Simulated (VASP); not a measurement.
# ZnCu2SnSe4: single point with PBEsol

ZnCu2SnSe4:

```xyz
8
Lattice="-2.9145 2.9145 5.7398 2.9145 -2.9145 5.7398 2.9145 2.9145 -5.7398" Properties=species:S:1:pos:R:3 pbc="T T T"
Sn    0.0000    0.0000    5.7398
Se    4.4285    1.3610    1.4921
Se   -1.5140    1.5535    7.2320
Se    1.3610    1.4005   -1.4921
Se    1.5535    1.5140    4.2477
Zn    0.0000    2.9145    2.8699
Cu    0.0000    0.0000    0.0000
Cu    2.9145    0.0000    2.8699
```

```
Program             : VASP 6.6.1
Task                : single point
Functional          : PBEsol
Potentials or basis : VASP PAW PBE potentials, release 64 (Sn_d, Se, Zn, Cu)
Cutoff              : 520 eV
k mesh              : 6 × 6 × 6
Occupations         : fermi-dirac, width 0.05 eV
Spin                : no spin polarisation
```

```
Pressure               : -3.9 GPa
Largest force          : 0.105 eV/Å
Band gap on the k mesh : 0.07 eV
```

Forces on the atoms (eV/Å):
```
Sn   0.000  0.000  0.000
Se  -0.025 -0.099  0.026
Se   0.025  0.099  0.026
Se  -0.099  0.025 -0.026
Se   0.099 -0.025 -0.026
Zn   0.000  0.000  0.000
Cu   0.000  0.000  0.000
Cu   0.000  0.000  0.000
```

Stress tensor (GPa, compression positive):
```
-4.01  0.00  0.00
 0.00 -4.01  0.00
 0.00  0.00 -3.55
```

Levels at points of the mesh, in eV from the valence-band top:
| k point | band 33 | band 34 | band 35 | band 36 | band 37 | band 38 | band 39 | band 40 |
| --- | --- | --- | --- | --- | --- | --- | --- | --- |
| (0.00, 0.00, 0.00) | -1.41 | -0.34 | 0.00 | 0.00 | 0.07 | 1.71 | 2.19 | 3.40 |
| (0.50, 0.00, 0.00) | -1.14 | -1.05 | -1.00 | -0.48 | 1.24 | 2.74 | 2.86 | 3.73 |
| (0.50, 0.50, 0.00) | -0.81 | -0.68 | -0.48 | -0.33 | 0.13 | 1.75 | 2.49 | 3.60 |
| (0.50, 0.50, 0.50) | -1.04 | -1.04 | -0.82 | -0.82 | 0.86 | 1.82 | 1.82 | 2.00 |

It took 20 min on 1 thread of Intel Xeon 8259CL, with other jobs on the host, peak memory 0.63 GiB.

Caveat: the cell stands under tension; the smearing spreads over this small gap; semilocal functionals underestimate gaps, and a narrow one can read as zero; the PAW data sets were made with another functional, which shifts forces and pressure a little; spin-orbit coupling is left out, which moves the levels of the heavy elements. A k mesh can miss the band edges.
